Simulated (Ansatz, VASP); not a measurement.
Two plane-wave programs on BiTe5

```
Bi Te
1.0
     0.00000    4.50138    4.50138
     4.50138    0.00000    4.50138
     4.50138    4.50138    0.00000
Bi Te
1 5
Direct
  0.00000 0.00000 0.00000
  0.25000 0.25000 0.25000
  0.12618 0.62461 0.62461
  0.62461 0.62461 0.62461
  0.62461 0.12618 0.62461
  0.62461 0.62461 0.12618
```

Change from the starting cell: species swapped into the ZrCu5 type (F-43m, No. 216).

Alike in both runs: functional PBE; k mesh 8 × 8 × 8; occupations gaussian, width 0.1 eV; no spin polarisation.

Ansatz relaxed the structure, and its values are those at the end. VASP's run is a single point on that final structure, the one shown.

```csv
,VASP,Ansatz
version,VASP 6.6.1,Ansatz 0.2.0
potentials or method,"VASP PAW PBE potentials, release 64 (Bi_d, Te), cutoff 520 eV","scalar-relativistic, plane waves, PAW"
valence electrons in the cell,45,95
```

```tsv
	VASP	Ansatz	Ansatz less VASP
gap on the k mesh at the Fermi level (eV)	none	none	-
pressure (GPa)	-0.1	0.0	+0.07
```

A gap of «none» marks a metal or a gap that the smearing closes. The functional is the same, so the differences come from potentials, cutoffs and numerics. VASP's potentials hold 45 valence electrons a cell and Ansatz's 95, so a difference there can come from the potentials and not from the codes.

Spin-orbit coupling is off throughout.
